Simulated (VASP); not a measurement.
Something may be wrong with this VASP 6.6.1 calculation of CuAu.

Contents of POSCAR:

```
CuAu
1.0
    2.8107494552      0.0000000000      0.0000000000
    0.0000000000      2.8107494552      0.0000000000
    0.0000000000      0.0000000000      3.6850000000
Au Cu
1 1
Direct
    0.0000000000      0.0000000000      0.0000000000
    0.5000000000      0.5000000000      0.5000000000
```

Contents of INCAR.step1:

```
GGA = PE
ISMEAR = 1
SIGMA = 0.1
LWAVE = False
LCHARG = True
NBANDS = 27
PREC = Accurate
LASPH = True
LREAL = False
ALGO = Normal
EDIFF = 1E-6
NELM = 120
GGA_COMPAT = False
ENCUT = 340
LMAXMIX = 4
```

Contents of KPOINTS.step1:

```
k-points
0
Gamma
  11 11 8
```

File INCAR.step2:

```
GGA = PE
ISMEAR = -5
LWAVE = False
LCHARG = False
NBANDS = 27
PREC = Accurate
LASPH = True
LREAL = False
ALGO = Normal
EDIFF = 1E-6
NELM = 82
GGA_COMPAT = False
ENCUT = 340
LMAXMIX = 4
NEDOS = 2001
LORBIT = 11
EMIN = -8.2259
EMAX = 16.7741
ICHARG = 11
```

The input KPOINTS.step2:

```
Automatic mesh
0
Gamma
  1 1 1
  0 0 0
```

Potentials or basis: VASP PAW PBE potentials, release 64 (Au, Cu).

Launch:

```console
$ cat potpaw_PBE.64/Au/POTCAR potpaw_PBE.64/Cu/POTCAR > POTCAR
$ cp INCAR.step1 INCAR
$ cp KPOINTS.step1 KPOINTS
$ mpirun -np 1 vasp_std > vasp.out
$ cp INCAR.step2 INCAR
$ cp KPOINTS.step2 KPOINTS
$ mpirun -np 1 vasp_std > vasp.out
```

OUTCAR:

```text
GGA = PE
   ISMEAR = -5
   PREC = Accurate
   LASPH = True
   LREAL = False
   EDIFF = 1E-6
   NELM = 82
   ENCUT = 340
   LORBIT = 11
   EMIN = -8.2259
   ICHARG = 11

|       ---->  I REFUSE TO CONTINUE WITH THIS SICK JOB ... BYE!!! <----       |
|                                                                             |
 -----------------------------------------------------------------------------
```

On the terminal:

```text
POSCAR found type information on POSCAR AuCu
 POSCAR found :  2 types and       2 ions
[... 17 lines left out ...]

1
```

Question: Diagnose the run.

Answer: The program refused the input. The input holds a flaw that was put in on purpose: tetrahedra on too few k points (KPAR = left out; k = 1 × 1 × 1).
